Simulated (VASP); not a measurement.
Runs of VASP 6.6.1 on In. The structure is that of space group Im-3m (No. 229), or close to it. The cells are those of the table. 

| cell | further INCAR settings | gap on the mesh (eV) | pressure (GPa) |
| --- | --- | --- | --- |
| a = 3.294 Å, angles 110.3, 107.9, 110.3°, 1 atom | ALGO = Fast; EDIFF = 1e-06; NBANDS = 12 | none | -3.8 |
| a = 3.250 Å, angles 109.2, 110.0, 109.2°, 1 atom | ALGO = Fast; EDIFF = 1e-06; NBANDS = 12 | none | (b) |
| a = 3.283 Å, angles 110.0, 108.4, 110.0°, 1 atom | ALGO = Fast; EDIFF = 1e-07; NBANDS = 12 | none | (a) |
| a = 3.299 Å, angles 110.4, 107.6, 110.4°, 1 atom | ALGO = Fast; EDIFF = 1e-06; NBANDS = 12 | none | -4.0 |
| a = 3.228 Å, angles 108.7, 111.1, 108.7°, 1 atom | ALGO = Fast; EDIFF = 1e-06; NBANDS = 12 | none | -1.8 |

Alike in all rows: task single point; level LDA; potentials or basis VASP PAW LDA potentials, release 64 (In_d); no spin polarisation; k mesh 18 × 18 × 18; cutoff (eV) 520; smearing gaussian 0.15 eV.

Problem. Fill in the values left out.

Solution. (a) -3.5; (b) -2.6.

Caveats: spin-orbit coupling is left out, which moves the levels of the heavy elements.

A k mesh can miss the band edges, and the runs leave out spin-orbit coupling on In.

A gap of «none» marks levels without a gap at the run's occupations.
